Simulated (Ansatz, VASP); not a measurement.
TiO2: VASP beside Ansatz

File INCAR:

```
SYSTEM = TiO2
PREC     = Accurate       ! precision mode
ENCUT    = 520            ! plane-wave cutoff, eV
EDIFF    = 1E-6           ! SCF threshold, eV
ISMEAR   = 0              ! smearing method
SIGMA    = 0.015          ! smearing width, eV
LREAL    = .FALSE.        ! projectors in reciprocal space
LASPH    = .TRUE.         ! aspherical terms in the spheres
NELM     = 60             ! most SCF steps
ALGO     = Normal         ! electronic algorithm
ISIF     = 2              ! what is computed and relaxed
LWAVE    = .FALSE.        ! write WAVECAR
LCHARG   = .TRUE.         ! write CHGCAR
GGA      = PE             ! functional
LELF     = .TRUE.         ! ELF
LVHAR    = .TRUE.       
NBANDS   = 46             ! bands
```

File KPOINTS:

```
regular mesh
0
G
  6 6 5
  0 0 0
```

File POSCAR:

```
TiO2
1.0
    5.5822227355      0.0000000000      0.0000000000
   -2.7911113678      4.8343466985      0.0000000000
    0.0000000000      0.0000000000      6.0824678800
Ti O
3 6
Direct
    0.4669367500      0.0000000000      0.3333333333
    0.0000000000      0.4669367500      0.6666666667
    0.5330632500      0.5330632500      0.0000000000
    0.5810657200      0.8514331800      0.1206639333
    0.7296325400      0.1485668200      0.5460027333
    0.2703674600      0.4189342800      0.7873306000
    0.8514331800      0.5810657200      0.8793360667
    0.1485668200      0.7296325400      0.4539972667
    0.4189342800      0.2703674600      0.2126694000
```

File input.yaml:

```yaml
crystal:
  lattice:
    - [5.5822227355, 0.0, 0.0]
    - [-2.7911113678, 4.8343466985, 0.0]
    - [0.0, 0.0, 6.08246788]
  atoms:
    - { symbol: Ti, position: [0.46693675, 0.0, 0.3333333333] }
    - { symbol: Ti, position: [0.0, 0.46693675, 0.6666666667] }
    - { symbol: Ti, position: [0.53306325, 0.53306325, 0.0] }
    - { symbol: O, position: [0.58106572, 0.85143318, 0.1206639333] }
    - { symbol: O, position: [0.72963254, 0.14856682, 0.5460027333] }
    - { symbol: O, position: [0.27036746, 0.41893428, 0.7873306] }
    - { symbol: O, position: [0.85143318, 0.58106572, 0.8793360667] }
    - { symbol: O, position: [0.14856682, 0.72963254, 0.4539972667] }
    - { symbol: O, position: [0.41893428, 0.27036746, 0.2126694] }
hamiltonian:
  xc: pbe
  pseudopotentials: { kind: paw }
kpoints:
  mp_grid: { grid: [6, 6, 5] }
scf:
  occupations: { method: gaussian, width: 0.015 }
output:
  forces: true
  stress: true
  eigenvalues: true
  write_density: true
  write_potential: true
  elf: true
  volumetric_format: npy
```

Alike in both runs: task single point; functional PBE; k mesh 6 × 6 × 5; occupations gaussian, width 0.015 eV; no spin polarisation.

```csv
,VASP,Ansatz
version,VASP 6.6.1,Ansatz 0.2.0
potentials or method,"VASP PAW PBE potentials, release 64 (Ti_sv, O)",Ansatz PAW
plane-wave cutoff (eV),520,420
valence electrons in the cell,72,72
```

VASP gave:

* gap on the k mesh at the Fermi level (eV): 3.61
* least direct gap on the mesh (eV): 3.62
* pressure (GPa): 1.9
* rms of the force components (eV/Å): 0.044

Problem. Estimate Ansatz's values.

Solution. gap on the k mesh at the Fermi level (eV): 3.64; least direct gap on the mesh (eV): 3.65; pressure (GPa): 1.5; rms of the force components (eV/Å): 0.024.

Atom by atom the forces differ by 0.020 eV/Å (rms over components). The functional is the same, so the differences come from potentials, cutoffs and numerics.

Noted on Ansatz's run: odd divisions of the mesh miss points on the zone boundary, where band edges often lie, so the gap on the mesh can be too wide.
